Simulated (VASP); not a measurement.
A run of VASP 6.6.1:

File INCAR:

```
SYSTEM = GaSb
PREC     = Accurate       ! precision mode
ENCUT    = 520            ! plane-wave cutoff, eV
EDIFF    = 1E-6           ! SCF threshold, eV
ISMEAR   = 1              ! smearing method
SIGMA    = 0.1            ! smearing width, eV
LREAL    = .FALSE.        ! projectors in reciprocal space
LASPH    = .TRUE.         ! aspherical terms in the spheres
NELM     = 150            ! most SCF steps
ALGO     = Normal         ! electronic algorithm
ISIF     = 2              ! what is computed and relaxed
LWAVE    = .FALSE.        ! write WAVECAR
LCHARG   = .FALSE.        ! write CHGCAR
ISPIN    = 2              ! spin polarisation
MAGMOM   = 0.5 0          ! initial moments
LORBIT   = 11             ! projections on sites
GGA      = PE             ! functional
ALDAC    = 0.0          
AGGAC    = 0.0          
NBANDS   = 20             ! bands
```

The input KPOINTS:

```
Automatic mesh
0
G
  6 6 6
  0 0 0
```

Contents of POSCAR:

```
GaSb
1.0
    0.0000000000      3.0590000000      3.0590000000
    3.0590000000      0.0000000000      3.0590000000
    3.0590000000      3.0590000000      0.0000000000
Sb Ga
1 1
Direct
    0.7490419705      0.7504254128      0.7496886307
   -0.0010029705      0.0004915872     -0.0003066307
```

Potentials or basis: VASP PAW PBE potentials, release 64 (Sb, Ga_d).

The run is started by

```bash
$ cat potpaw_PBE.64/Sb/POTCAR potpaw_PBE.64/Ga_d/POTCAR > POTCAR
$ mpirun -np 1 vasp_std > vasp.out
```

Hardware: 1 thread of Intel Xeon 8259CL (shared host).

Task: How long does it take, and how much memory?

Result: It took 3.8 min on 1 thread of Intel Xeon 8259CL (shared host), peak memory 0.34 GiB. Counts: scf iterations 14, k points 112.
